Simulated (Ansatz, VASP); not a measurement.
## Ge4H: VASP beside Ansatz

```xyz
5
Lattice="4.0304 0.0000 0.0000 0.0000 4.0304 0.0000 0.0000 0.0000 21.6417" Properties=species:S:1:pos:R:3 pbc="T T T"
Ge    0.0000    2.0152    4.0000
Ge    0.0000    0.0000    5.4249
Ge    2.0152    0.0000    6.9179
Ge    2.0152    2.0152    8.3417
H     3.0228    3.5266   10.8417
```

Alike in both runs: task single point; functional PBE; dispersion D3(BJ); k mesh 7 × 7 × 1; occupations gaussian, width 0.1 eV; no spin polarisation.

|  | VASP | Ansatz |
| --- | --- | --- |
| version | VASP 6.6.1 | Ansatz 0.2.0 |
| potentials or method | VASP PAW PBE potentials, release 64 (Ge_d, H), cutoff 520 eV | scalar-relativistic, plane waves, PAW |
| valence electrons in the cell | 57 | 57 |

Ansatz gave:

```
gap on the k mesh at the Fermi level (eV)  : none
rms of the force components (eV/Å)         : 0.362
work function, face that differs most (eV) : 4.91
```

**Question.** Which values does VASP return?

**Answer.** gap on the k mesh at the Fermi level (eV): none; rms of the force components (eV/Å): 0.362; work function, face that differs most (eV): 4.92.

Atom by atom the forces differ by 0.001 eV/Å (rms over components). A gap of «none» marks a metal or a gap that the smearing closes.
